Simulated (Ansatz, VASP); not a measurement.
## AlGaN2: VASP beside Ansatz

```xyz
4
Lattice="3.0938 0.0000 0.0000 0.0000 3.0938 0.0000 0.0000 0.0000 4.4238" Properties=species:S:1:pos:R:3 pbc="T T T"
Al    1.5469    1.5469    2.2119
Ga    0.0000    0.0000    0.0000
N     1.5469    0.0000    3.2660
N     0.0000    1.5469    1.1579
```

Change from the starting cell: strain -0.0150 x Voigt [1, 1, 0, 0, 0, 0], atoms carried along.

Alike in both runs: task single point; functional r2SCAN; k mesh 8 × 8 × 6; occupations gaussian, width 0.05 eV; no spin polarisation.

```csv
,VASP,Ansatz
version,VASP 6.6.1,Ansatz 0.2.0
potentials or method,"VASP PAW PBE potentials, release 64 (Al, Ga_d, N), cutoff 520 eV","scalar-relativistic, plane waves, PAW"
valence electrons in the cell,26,26
```

```tsv
	VASP	Ansatz	Ansatz less VASP
gap on the k mesh at the Fermi level (eV)	3.57	3.56	-0.008
least direct gap on the mesh (eV)	3.57	3.56	-0.008
pressure (GPa)	6.6	6.1	-0.46
traceless stress, the component that is largest in VASP (GPa)	-1.47	-1.47	-0.002
rms of the force components (eV/Å)	0.011	0.049	+0.0383
```

VASP's potentials were made for PBE, not for r2SCAN. Atom by atom the forces differ by 0.038 eV/Å (rms over components).
